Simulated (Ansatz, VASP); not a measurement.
**Two plane-wave programs on PtS2**

```xyz
6
Lattice="3.5415 0.0000 0.0000 -1.7708 3.0671 0.0000 0.0000 0.0000 22.4671" Properties=species:S:1:pos:R:3 pbc="T T T"
S     1.7708    1.0224    4.5000
S     0.0000    2.0447    6.9835
S    -0.5903    4.0894   10.2235
S     1.1805    3.0671   12.7071
Pt    0.0000    0.0000    5.7418
Pt    1.1805    5.1118   11.4653
```

Alike in both runs: task single point; functional PBE; dispersion D3(BJ); k mesh 9 × 9 × 1; occupations gaussian, width 0.05 eV; no spin polarisation.

|  | VASP | Ansatz |
| --- | --- | --- |
| version | VASP 6.6.1 | Ansatz 0.2.0 |
| potentials or method | VASP PAW PBE potentials, release 64 (S, Pt), cutoff 520 eV | scalar-relativistic, plane waves, PAW |
| valence electrons in the cell | 44 | 60 |

```csv
,VASP,Ansatz,Ansatz less VASP
gap on the k mesh at the Fermi level (eV),1.36,1.36,-0.007
least direct gap on the mesh (eV),1.49,1.48,-0.008
rms of the force components (eV/Å),0.035,0.034,-0.0006
```

VASP's potentials hold 44 valence electrons a cell and Ansatz's 60, so a difference there can come from the potentials and not from the codes.

Neither program's run includes spin-orbit coupling.
